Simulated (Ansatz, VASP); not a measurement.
## One calculation of Ta4O, two programs

```xyz
5
Lattice="3.2425 0.0000 0.0000 0.0000 3.2425 0.0000 0.0000 0.0000 7.3321" Properties=species:S:1:pos:R:3 pbc="T T T"
Ta    0.0000    0.0000    3.6660
Ta    1.6213    1.6213    5.7368
Ta    1.6213    1.6213    1.5953
Ta    0.0000    0.0000    0.0000
O     1.6213    1.6213    3.6660
```

Alike in both runs: functional r2SCAN; k mesh 12 × 12 × 6; occupations gaussian, width 0.1 eV; no spin polarisation.

Ansatz relaxed the structure, and its values are those at the end. VASP's run is a single point on that final structure, the one shown.

|  | VASP | Ansatz |
| --- | --- | --- |
| version | VASP 6.6.1 | Ansatz 0.2.0 |
| potentials or method | VASP PAW PBE potentials, release 64 (Ta_pv, O), cutoff 520 eV | scalar-relativistic, plane waves, PAW |
| valence electrons in the cell | 50 | 58 |

|  | VASP | Ansatz | Ansatz less VASP |
| --- | --- | --- | --- |
| gap on the k mesh at the Fermi level (eV) | none | none | - |
| pressure (GPa) | 0.9 | 0.0 | -0.90 |
| rms of the force components (eV/Å) | 0.013 | 0.000 | -0.0128 |

VASP's potentials were made for PBE, not for r2SCAN. A gap of «none» marks a metal or a gap that the smearing closes. VASP's potentials hold 50 valence electrons a cell and Ansatz's 58, so a difference there can come from the potentials and not from the codes.

Neither program's run includes spin-orbit coupling.
